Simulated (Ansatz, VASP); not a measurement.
One calculation of Ge, two programs

```xyz
2
Lattice="0.0000 2.8516 2.8516 2.8516 0.0000 2.8516 2.8516 2.8516 0.0000" Properties=species:S:1:pos:R:3 pbc="T T T"
Ge    0.0000    0.0000    0.0000
Ge    1.4258    1.4258    1.4258
```

Change from the starting cell: volume scaled by 0.97.

Alike in both runs: task single point; functional PBE; k mesh 11 × 11 × 11; occupations fermi-dirac, width 0.05 eV; no spin polarisation.

|  | VASP | Ansatz |
| --- | --- | --- |
| version | VASP 6.6.1 | Ansatz 0.2.0 |
| potentials or method | VASP PAW PBE potentials, release 64 (Ge_d), cutoff 520 eV | all-electron LAPW, scalar-relativistic |

|  | VASP | Ansatz | Ansatz less VASP |
| --- | --- | --- | --- |
| pressure (GPa) | 1.8 | 1.9 | +0.10 |

Ansatz ran all-electron here, and VASP with PAW potentials.
